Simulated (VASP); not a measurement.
# TiC (Fm-3m) in VASP: notebook

TiC is run at these levels: BLYP+D4, PBE+D4, PBEsol, PBE; tasks: single point, relaxation of cell and atoms.

Program: VASP 6.6.1. These are calculated values, not measurements. Logs are shortened: lines on timing, memory, paths and dates and some standing lists are left out, and cuts for length are marked.

## (1) The cell of the first run

It takes space group Fm-3m (No. 225, cubic). Conventional cell: a = 4.325 Å, b = 4.325 Å, c = 4.325 Å, α = 90.00°, β = 90.00°, γ = 90.00°. Within 2.9 Å of Ti (site symmetry m-3m) lie 6 C at 2.16 Å. Within 2.9 Å of C (site symmetry m-3m) lie 6 Ti at 2.16 Å.

## (2) Single point, BLYP+D4

File INCAR:

```
  PREC = Accurate
  ENCUT = 520
  EDIFF = 1E-6
  ISMEAR = -1
  SIGMA = 0.05
  LREAL = False
  LASPH = True
  NELM = 80
  ALGO = Normal
  ISIF = 2
  LWAVE = False
  LCHARG = False
  GGA = B5
  ALDAX = 1.0
  AGGAX = 1.0
  AGGAC = 1.0
  ALDAC = 0.0
  IVDW = 13
  VDW_S6 = 1.0
  VDW_S8 = 2.34076671
  VDW_A1 = 0.44488865
  VDW_A2 = 4.0933009
  NBANDS = 15
```

File KPOINTS:

```
regular mesh
0
Gamma
  11 11 11
```

File POSCAR:

```
TiC
1.0
    0.0000000000      2.1625703954      2.1625703954
    2.1625703954      0.0000000000      2.1625703954
    2.1625703954      2.1625703954      0.0000000000
Ti C
1 1
Direct
    0.0000000000      0.0000000000      0.0000000000
    0.5000000000      0.5000000000      0.5000000000
```

Potentials or basis: VASP PAW PBE potentials, release 64 (Ti_sv, C).

Run with:

```console
$ cat potpaw_PBE.64/Ti_sv/POTCAR potpaw_PBE.64/C/POTCAR > POTCAR
$ mpirun -np 1 vasp_std > vasp.out
```

OUTCAR:

```text
PREC = Accurate
   ENCUT = 520
   EDIFF = 1E-6
   ISMEAR = -1
   LREAL = False
   LASPH = True
   NELM = 80
   ISIF = 2
   GGA = B5
   IVDW = 13

 ion  position               nearest neighbor table
   1  0.000  0.000  0.000-   2 2.16   2 2.16   2 2.16   2 2.16   2 2.16   2 2.16
   2  0.500  0.500  0.500-   1 2.16   1 2.16   1 2.16   1 2.16   1 2.16   1 2.16

  LATTYP: Found a face centered cubic cell.
 ALAT       =     4.3251407908

  Lattice vectors:

 A1 = (   0.0000000000,   2.1625703954,   2.1625703954)
 A2 = (   2.1625703954,   0.0000000000,   2.1625703954)
 A3 = (   2.1625703954,   2.1625703954,   0.0000000000)

Analysis of symmetry for initial positions (statically):
=====================================================================
 Subroutine PRICEL returns:
 Original cell was already a primitive cell.

 Routine SETGRP: Setting up the symmetry group for a
 face centered cubic supercell.

 Subroutine GETGRP returns: Found 48 space group operations
[... 9 lines left out ...]

 Routine SETGRP: Setting up the symmetry group for a
 face centered cubic supercell.

 Subroutine GETGRP returns: Found 48 space group operations
[... 11 lines left out ...]
                                     Primitive cell

  volume of cell :      20.2274

  direct lattice vectors                    reciprocal lattice vectors
     0.000000000  2.162570395  2.162570395    -0.231206346  0.231206346  0.231206346
     2.162570395  0.000000000  2.162570395     0.231206346 -0.231206346  0.231206346
     2.162570395  2.162570395  0.000000000     0.231206346  0.231206346 -0.231206346

  length of vectors
     3.058336383  3.058336383  3.058336383     0.400461139  0.400461139  0.400461139

  position of ions in fractional coordinates (direct lattice)
[... 8 lines left out ...]
----------------------------------------------------------------------------------------

 KPOINTS: regular mesh

Automatic generation of k-mesh.
 Grid dimensions read from file:
 generate k-points for:   11   11   11

 Generating k-lattice:

  Cartesian coordinates                     Fractional coordinates (reciprocal lattice)
    -0.021018759  0.021018759  0.021018759     0.090909091  0.000000000  0.000000000
     0.021018759 -0.021018759  0.021018759     0.000000000  0.090909091  0.000000000
     0.021018759  0.021018759 -0.021018759     0.000000000  0.000000000  0.090909091

  Length of vectors
     0.036405558  0.036405558  0.036405558

  Shift w.r.t. Gamma in fractional coordinates (k-lattice)
     0.000000000  0.000000000  0.000000000

 Subroutine IBZKPT returns following result:
 ===========================================

 Found     56 irreducible k-points:

 Following reciprocal coordinates:
            Coordinates               Weight
  0.000000  0.000000  0.000000      1.000000
  0.090909  0.000000  0.000000      8.000000
  0.181818  0.000000  0.000000      8.000000
  0.272727  0.000000  0.000000      8.000000
  0.363636  0.000000  0.000000      8.000000
  0.454545  0.000000  0.000000      8.000000
[... 16 lines left out ...]
 -0.272727  0.181818  0.000000     24.000000
 -0.181818  0.181818  0.000000     12.000000
 [... further k-points ...]
   k-points           NKPTS =     56   k-points in BZ     NKDIM =     56   number of bands    NBANDS=     15
   number of dos      NEDOS =    301   number of ions     NIONS =      2
   total plane-waves  NPLWV =  13824
   dimension x,y,z NGX =    24 NGY =   24 NGZ =   24
   dimension x,y,z NGXF=    48 NGYF=   48 NGZF=   48
   ions per type =               1   1
   NGX,Y,Z   is equivalent  to a cutoff of  13.05, 13.05, 13.05 a.u.
   NGXF,Y,Z  is equivalent  to a cutoff of  26.09, 26.09, 26.09 a.u.
 SYSTEM =  unknown system
   PREC   = accura    normal or accurate (medium, high low for compatibility)
   ISTART =      0    job   : 0-new  1-cont  2-samecut
   ICHARG =      2    charge: 1-file 2-atom 10-const
   ISPIN  =      1    spin polarized calculation?
   LNONCOLLINEAR =      F non collinear calculations
   LSORBIT =      F    spin-orbit coupling
   LASPH  =      T    aspherical Exc in radial PAW
   ENCUT  =  520.0 eV  38.22 Ry    6.18 a.u.   5.69  5.69  5.69*2*pi/ulx,y,z
   NELM   =     80;   NELMIN=  2; NELMDL= -5     # of ELM steps
   EDIFF  = 0.1E-05   stopping-criterion for ELM
   LREAL  =      F    real-space projection
   EDIFFG = 0.1E-04   stopping-criterion for IOM
   NSW    =      0    number of steps for IOM
   IBRION =     -1    ionic relax: 0-MD 1-quasi-New 2-CG
   NFREE  =      0    steps in history (QN), initial steepest desc. (CG)
   ISIF   =      2    stress and relaxation
   ISYM   =      2    0-nonsym 1-usesym 2-fastsym
   POTIM  = 0.5000    time-step for ionic-motion
   TEBEG  =    0.0;   TEEND  =   0.0 temperature during run
   PSTRESS=    0.0 pullay stress
   NELECT =      16.0000    total number of electrons
   NUPDOWN=      -1.0000    fix difference up-down
   EMIN   =  10.00;   EMAX   =-10.00  energy-range for DOS
   EFERMI =   0.00;   METHOD = LEGACY
   ISMEAR =    -1;   SIGMA  =   0.05  broadening in eV -4-tet -1-fermi 0-gaus
   EFERMI_NEDOS =   21; number of points for ismear=-14 and -15
   IALGO  =     38    algorithm
   IMIX   =      4    mixing-type and parameters
     AMIX     =   0.40;   BMIX     =  1.00
     AMIX_MAG =   1.60;   BMIX_MAG =  1.00
  volume/ion in A,a.u.               =      10.11        68.25
  Fermi-wavevector in a.u.,A,eV,Ry     =   1.514030  2.861102 31.188469  2.292288
  Thomas-Fermi vector in A             =   2.623742
   LORBIT       =      0    0 simple, 1 ext, 2 COOP (PROOUT), +10 PAW based schemes
   GGA     = B5    functional components
   LHFCALC =     F    Hartree Fock is set to
   AEXX    =    0.0000 exact exchange contribution
   IVDW    =    13    specifies the selected vdW correction
   LEPSILON=     F    determine dielectric tensor
   LRPA    =     F    only Hartree local field effects (RPA)
 non-spin polarized calculation
  energy-cutoff  :      520.00
  volume of cell :       20.23
 maximum number of plane-waves:       556
   NGX = 11   NGY = 11   NGZ = 11

 number of electron      16.0000001 magnetization

 Free energy of the ion-electron system (eV)
  ---------------------------------------------------
  ext. energy  EPLUGINS =         0.00000000
  ---------------------------------------------------
  free energy    TOTEN  =       -17.01848061 eV

  energy without entropy =      -17.01603927  energy(sigma->0) =      -17.01725994

 E-fermi :   9.9604     XC(G=0): -12.0651

 val. band max:        9.8419967618   @ k =   0.4545   0.4545   0.0000
 cond. band min:      10.0143485044   @ k =   0.0909   0.0000   0.0000
 fundamental gap:      0.1723517426
 Fermi energy:         9.9603897857

 k-point     1 :       0.0000    0.0000    0.0000
  band No.  band energies     occupation
      1     -46.5546      2.00000
      2     -22.7291      2.00000
      3     -22.7291      2.00000
      4     -22.7291      2.00000
      5      -2.3546      2.00000
      6      10.5828      0.00001
      7      10.5828      0.00001
      8      10.5828      0.00001
      9      11.5193      0.00000
     10      11.5193      0.00000
     11      11.5193      0.00000
     12      11.5359      0.00000
     13      11.5359      0.00000
     14      20.7033      0.00000
     15      24.5621      0.00000

 k-point     2 :       0.0909    0.0000    0.0000
  band No.  band energies     occupation
      1     -46.5487      2.00000
      2     -22.7698      2.00000
      3     -22.7329      2.00000
      4     -22.7329      2.00000
      5      -2.1714      2.00000
      6       9.7802      1.94702
      7      10.0143      0.50732
      8      10.0143      0.50732
      9      10.8841      0.00000
     10      10.8841      0.00000
     11      11.9282      0.00000
     12      13.0045      0.00000
     13      13.0045      0.00000
     14      21.0116      0.00000
     15      24.5709      0.00000

 k-point     3 :       0.1818    0.0000    0.0000
  band No.  band energies     occupation
      1     -46.5329      2.00000
      2     -22.8779      2.00000
      3     -22.7431      2.00000
      4     -22.7431      2.00000
      5      -1.6463      2.00000
      6       8.3764      2.00000
      7       8.8782      2.00000
      8       8.8782      2.00000
      9      11.2257      0.00000
     10      11.2257      0.00000
     11      12.3830      0.00000
     12      14.5409      0.00000
     13      14.5409      0.00000
     14      21.5258      0.00000
     15      24.4218      0.00000

 k-point     4 :       0.2727    0.0000    0.0000
  band No.  band energies     occupation
      1     -46.5121      2.00000
      2     -23.0166      2.00000
      3     -22.7564      2.00000
      4     -22.7564      2.00000
      5      -0.8502      2.00000
      6       6.8537      2.00000
      7       7.9625      2.00000
      8       7.9625      2.00000
      9      11.7603      0.00000
     10      11.7603      0.00000
     11      12.8322      0.00000
     12      15.9783      0.00000
     13      15.9783      0.00000
     14      21.0581      0.00000
     15      24.8411      0.00000
[... 307 lines left out ...]
 k-point    22 :      -0.3636    0.1818    0.0000
  band No.  band energies     occupation
      1     -46.4746      2.00000
      2     -23.1469      2.00000
      3     -22.8853      2.00000
      4     -22.7881      2.00000
      5       0.6315      2.00000
      6       5.0739      2.00000
      7       7.1033      2.00000
      8       7.2081      2.00000
      9      12.3829      0.00000
     10      12.7180      0.00000
     11      13.6525      0.00000
     12      15.8730      0.00000
     13      17.6050      0.00000
     14      20.6340      0.00000
     15      24.2580      0.00000

 k-point    23 :      -0.2727    0.1818    0.0000
  band No.  band energies     occupation
      1     -46.4874      2.00000
      2     -23.0811      2.00000
      3     -22.8746      2.00000
      4     -22.7666      2.00000
      5       0.0442      2.00000
      6       5.7508      2.00000
      7       7.3253      2.00000
      8       7.4891      2.00000
      9      11.8656      0.00000
     10      12.7745      0.00000
     11      13.6055      0.00000
     12      14.9531      0.00000
     13      17.6812      0.00000
     14      21.3285      0.00000
     15      23.8524      0.00000

 k-point    24 :      -0.1818    0.1818    0.0000
  band No.  band energies     occupation
      1     -46.5051      2.00000
      2     -23.0003      2.00000
      3     -22.8360      2.00000
      4     -22.7486      2.00000
      5      -0.6707      2.00000
      6       6.6882      2.00000
      7       7.6865      2.00000
      8       8.0329      2.00000
      9      11.4129      0.00000
     10      12.4723      0.00000
     11      13.4023      0.00000
     12      14.2036      0.00000
     13      17.0310      0.00000
     14      22.0018      0.00000
     15      23.7624      0.00000

 [... further k-points ...]

------------------------ aborting loop because EDIFF is reached ----------------------------------------

  DFT-D4 for vdW energy calculation

  Edisp (eV):   -1.05631

  FORCE on cell =-STRESS in cart. coord.  units (eV):
  Direction    XX          YY          ZZ          XY          YZ          ZX
  --------------------------------------------------------------------------------------
  -------------------------------------------------------------------------------------
  Total       0.05224     0.05224     0.05224     0.00000     0.00000     0.00000
  in kB       4.13805     4.13805     4.13805     0.00000     0.00000     0.00000
  external pressure =        4.14 kB  Pullay stress =        0.00 kB

 VOLUME and BASIS-vectors are now :
 -----------------------------------------------------------------------------
  energy-cutoff  :      520.00
  volume of cell :       20.23
      direct lattice vectors                 reciprocal lattice vectors
     0.000000000  2.162570395  2.162570395    -0.231206346  0.231206346  0.231206346
     2.162570395  0.000000000  2.162570395     0.231206346 -0.231206346  0.231206346
     2.162570395  2.162570395  0.000000000     0.231206346  0.231206346 -0.231206346

 POSITION                                       TOTAL-FORCE (eV/Angst)
 -----------------------------------------------------------------------------------
      0.00000      0.00000      0.00000         0.000000      0.000000      0.000000
      2.16257      2.16257      2.16257         0.000000      0.000000     -0.000000
 -----------------------------------------------------------------------------------
    total drift:                                0.000000     -0.000000     -0.000000

  FREE ENERGIE OF THE ION-ELECTRON SYSTEM (eV)
  ---------------------------------------------------
  free  energy   TOTEN  =       -18.0747927472 eV

  energy  without entropy=      -18.0723514060  energy(sigma->0) =      -18.07357208
```

It took 15 s on 1 thread of Intel Xeon Platinum 8488C (Sapphire Rapids), shared host; peak memory 0.14 GiB.

What came out:

| Property | Result |
| --- | --- |
| Free energy | -18.0748 eV |
| Pressure | 0.4 GPa |
| Band gap on the k mesh | zero (band 8 reaches 10.58 eV, above the bottom of band 9 at 9.49 eV) |
| Dispersion energy per atom | -0.528 eV |

Caveat: the PAW data sets were made with another functional, which shifts forces and pressure a little; pairwise dispersion overbinds metals, which lowers pressure and volume.

## (3) Relaxation of cell and atoms, PBE+D4

This run uses another cell than the first one, of 10.16 Å³/atom, 1.004 times its volume.

File INCAR:

```
PREC = Accurate
ENCUT = 600
EDIFF = 1E-6
ISMEAR = -1
SIGMA = 0.05
LREAL = False
LASPH = True
NELM = 60
ALGO = Normal
ISIF = 3
LWAVE = False
LCHARG = False
GGA = PE
IVDW = 13
IBRION = 2
NSW = 80
EDIFFG = -0.005
```

KPOINTS is that of step 2.

File POSCAR:

```
TiC
1.0
    0.0000000000      2.1657188437      2.1657188437
    2.1657188437      0.0000000000      2.1657188437
    2.1657188437      2.1657188437      0.0000000000
Ti C
1 1
Direct
    0.0000000000      0.0000000000      0.0000000000
    0.5000000000      0.5000000000      0.5000000000
```

Potentials or basis: VASP PAW PBE potentials, release 64 (Ti_sv, C).

Run with:

```console
$ cat potpaw_PBE.64/Ti_sv/POTCAR potpaw_PBE.64/C/POTCAR > POTCAR
$ mpirun -np 1 vasp_std > vasp.out
```

It took 23 s on 1 thread of Intel Xeon Platinum 8488C (Sapphire Rapids), shared host; peak memory 0.15 GiB.

The run converged. Its results:

| Quantity | Value |
| --- | --- |
| Free energy | -19.2689 eV |
| Relaxed volume | 9.98 Å³/atom |
| Relaxed cell | a = 3.045 Å, b = 3.045 Å, c = 3.045 Å, α = 60.00°, β = 60.00°, γ = 60.00° |
| Space group after relaxing (to 0.05 Å) | Fm-3m (No. 225) |
| Energy gained by relaxing | 2.5 meV/atom |
| Ionic steps | 3 |
| Pressure after relaxing | 0.0 GPa |
| Band gap on the k mesh | zero (band 8 reaches 10.32 eV, above the bottom of band 9 at 9.21 eV) |
| Dispersion energy per atom | -0.282 eV |

The path:
```tsv
step	energy change (eV)	largest force (eV/Å)	pressure (GPa)	volume (Å³)
1	0.0000	0.0000	-4.41	20.32
2	0.0037	0.0000	6.18	19.50
3	-0.0050	0.0000	-0.02	19.96
```

Final structure:
```
Ti C
1.0
     0.00000    2.15306    2.15306
     2.15306    0.00000    2.15306
     2.15306    2.15306    0.00000
Ti C
1 1
Direct
  0.00000 0.00000 0.00000
  0.50000 0.50000 0.50000
```

Levels at points of the mesh, in eV from the Fermi level:
| k point | band 4 | band 5 | band 6 | band 7 | band 8 | band 9 | band 10 | band 11 | band 12 |
| --- | --- | --- | --- | --- | --- | --- | --- | --- | --- |
| (0.00, 0.00, 0.00) | -32.62 | -12.54 | 0.63 | 0.63 | 0.63 | 1.64 | 1.64 | 1.64 | 1.68 |

Caveat: pairwise dispersion overbinds metals, which lowers pressure and volume.

## (4) Relaxation of cell and atoms, BLYP+D4

This run uses another cell than the first one, of 10.16 Å³/atom, 1.004 times its volume.

File INCAR:

```
SYSTEM = TiC
PREC = Accurate
ENCUT = 600
EDIFF = 1E-6
ISMEAR = -1
SIGMA = 0.05
LREAL = .FALSE.
LASPH = .TRUE.
NELM = 100
ALGO = Normal
ISIF = 3
LWAVE = .FALSE.
LCHARG = .FALSE.
GGA = B5
ALDAX = 1.0
AGGAX = 1.0
AGGAC = 1.0
ALDAC = 0.0
IVDW = 13
VDW_S6 = 1.0
VDW_S8 = 2.34076671
VDW_A1 = 0.44488865
VDW_A2 = 4.0933009
IBRION = 2
NSW = 80
EDIFFG = -0.005
```

File KPOINTS:

```
regular mesh
0
G
  11 11 11
  0 0 0
```

POSCAR is that of step 3.

Run with:

```console
$ cat potpaw_PBE.64/Ti_sv/POTCAR potpaw_PBE.64/C/POTCAR > POTCAR
$ mpirun -np 1 vasp_std > vasp.out
```

Run time: 36 s. Hardware: 1 thread of Intel Xeon Platinum 8488C (Sapphire Rapids), shared host; peak memory 0.15 GiB.

Results (log left out):

```yaml
Free_energy: -18.0754 eV
Relaxed_volume: 10.13 Å³/atom
Relaxed_cell: a = 3.060 Å, b = 3.060 Å, c = 3.060 Å, α = 60.00°, β = 60.00°, γ = 60.00°
Space_group_after_relaxing_to_0.05_Å: Fm-3m (No. 225)
Energy_gained_by_relaxing: 0.1 meV/atom
Ionic_steps: 3
Pressure_after_relaxing: 0.0 GPa
Band_gap_on_the_k_mesh: zero (band 8 reaches 10.56 eV, above the bottom of band 9 at 9.47 eV)
Dispersion_energy_per_atom: -0.527 eV
```

Step by step:
| step | energy change (eV) | largest force (eV/Å) | pressure (GPa) | volume (Å³) |
| --- | --- | --- | --- | --- |
| 1 | 0.0000 | 0.0000 | -0.73 | 20.32 |
| 2 | 0.0001 | 0.0000 | 0.90 | 20.18 |
| 3 | -0.0001 | 0.0000 | -0.01 | 20.26 |

Final structure:
```
CELL_PARAMETERS angstrom
0.00000 2.16366 2.16366
2.16366 0.00000 2.16366
2.16366 2.16366 0.00000
ATOMIC_POSITIONS crystal
Ti 0.00000 0.00000 0.00000
C 0.50000 0.50000 0.50000
```

Levels at points of the mesh, in eV from the Fermi level:
```
           k point  band 5  band 6  band 7  band 8  band 9  band 10  band 11  band 12
(0.00, 0.00, 0.00)  -12.31    0.62    0.62    0.62    1.56     1.56     1.56     1.57
```

Caveat: the PAW data sets were made with another functional, which shifts forces and pressure a little; pairwise dispersion overbinds metals, which lowers pressure and volume.

[end of part 1 of 2]
